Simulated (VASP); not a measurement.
**MgS: single point with revPBE**

Crystal: MgS.

```
CELL_PARAMETERS angstrom
0.00000 2.66986 2.66986
2.66986 0.00000 2.66986
2.66986 2.66986 0.00000
ATOMIC_POSITIONS crystal
Mg 0.00000 0.00000 0.00000
S 0.50000 0.50000 0.50000
```

* Program: VASP 6.6.1
* Task: single point
* Functional: revPBE
* Potentials or basis: VASP PAW PBE potentials, release 64 (Mg, S)
* Cutoff: 600 eV
* k mesh: 8 × 8 × 8
* Occupations: gaussian, width 0.05 eV
* Spin: no spin polarisation
* Dipole correction: no
* Further INCAR settings: ALGO = Normal; EDIFF = 1e-06; NBANDS = 11

```json
{
  "Pressure": "-2.9 GPa",
  "Band gap on the k mesh": "2.72 eV (least direct gap 3.25 eV)"
}
```

Levels at points of the mesh, in eV from the valence-band top:
```csv
k point,band 1,band 2,band 3,band 4,band 5,band 6,band 7,band 8,band 9
"(0.00, 0.00, 0.00)",-12.24,0.00,0.00,0.00,3.25,8.02,8.02,8.02,10.27
"(0.50, 0.00, 0.00)",-11.13,-4.40,-0.51,-0.51,4.50,6.87,6.87,9.42,11.83
"(0.50, 0.50, 0.00)",-10.82,-3.78,-1.51,-1.51,2.72,4.66,11.35,12.60,12.71
```

It took 16 s on 1 thread of AMD EPYC 7R43 64-Core Processor (Zen 3) (shared host), peak memory 0.14 GiB.

Caveat: the PAW data sets were made with another functional, which shifts forces and pressure a little. A k mesh can miss the band edges.
